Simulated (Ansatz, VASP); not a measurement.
## Hg: VASP beside Ansatz

```
Hg
1.0
     0.00000    3.14637    3.14637
     3.14637    0.00000    3.14637
     3.14637    3.14637    0.00000
Hg
2
Direct
  0.12500 0.12500 0.12500
  0.87500 0.87500 0.87500
```

Alike in both runs: task relaxation of cell and atoms; functional PBE; k mesh 9 × 9 × 9; occupations fermi-dirac, width 0.1 eV; no spin polarisation.

|  | VASP | Ansatz |
| --- | --- | --- |
| version | VASP 6.6.1 | Ansatz 0.2.0 |
| potentials or method | VASP PAW PBE potentials, release 64 (Hg), cutoff 600 eV | plane waves (420 eV) with PAW, scalar-relativistic |
| valence electrons in the cell | 24 | 40 |

|  | VASP | Ansatz | Ansatz less VASP |
| --- | --- | --- | --- |
| relaxed volume (Å³/atom) | 56.29 | 53.38 | -2.910 |
| relaxed cell length with the largest relative difference (Å) | 5.420 | 5.325 | -0.0951 |

One of these differences is far larger than is usual between the two programs; its cause wasn't traced. VASP's potentials hold 24 valence electrons a cell and Ansatz's 40, so a difference there can come from the potentials and not from the codes.

Neither program's run includes spin-orbit coupling. Noted on VASP's run: the volume moved by over 15 % at a fixed basis, so the end points are rough.
